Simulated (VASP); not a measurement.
A run of VASP 6.6.1 is set up as follows.

Contents of INCAR:

```
  ALGO = Normal
  EDIFF = 1E-6
  ENCUT = 520
  GGA = PE
  ISIF = 2
  ISMEAR = 0
  LASPH = T
  LCHARG = T
  LELF = T
  LREAL = F
  LVHAR = T
  LWAVE = F
  NBANDS = 14
  NELM = 100
  PREC = Accurate
  SIGMA = 0.1
```

The input KPOINTS:

```
k-points
0
Gamma
  6 6 6
```

File POSCAR:

```
Bi
1.0
    0.0000000000      2.5115062870      2.5115062870
    2.5115062870      0.0000000000      2.5115062870
    2.5115062870      2.5115062870      0.0000000000
Bi
1
Direct
    0.0000000000      0.0000000000      0.0000000000
```

Potentials or basis: VASP PAW PBE potentials, release 64 (Bi_d).

The run is started by

```bash
$ cat potpaw_PBE.64/Bi_d/POTCAR > POTCAR
$ mpirun -np 1 vasp_std > vasp.out
```

Task: What does it give for the pressure?

Result: -0.1 GPa.

Caveat: the k points lie up to 0.36 Å⁻¹ apart.
